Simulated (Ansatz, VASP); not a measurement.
## Two plane-wave programs on TaN

```
Ta N
1.0
     0.00000    2.20811    2.20811
     2.20811    0.00000    2.20811
     2.20811    2.20811    0.00000
Ta N
1 1
Cartesian
  2.2081 2.2081 2.2081
  0.0000 0.0000 0.0000
```

Alike in both runs: functional PBE; k mesh 16 × 16 × 16; occupations gaussian, width 0.1 eV; no spin polarisation.

Ansatz relaxed the structure, and its values are those at the end. VASP's run is a single point on that final structure, the one shown.

|  | VASP | Ansatz |
| --- | --- | --- |
| version | VASP 6.6.1 | Ansatz 0.2.0 |
| potentials or method | VASP PAW PBE potentials, release 64 (Ta_sv_GW, N), cutoff 700 eV | scalar-relativistic, plane waves, PAW |
| valence electrons in the cell | 18 | 18 |

Ansatz gave:

- gap on the k mesh at the Fermi level (eV): none
- pressure (GPa): 0.0

Question: What did VASP give for the same quantities?

Answer: gap on the k mesh at the Fermi level (eV): none; pressure (GPa): 0.1.

A gap of «none» marks a metal or a gap that the smearing closes. The functional is the same, so the differences come from potentials, cutoffs and numerics.

Neither program's run includes spin-orbit coupling.
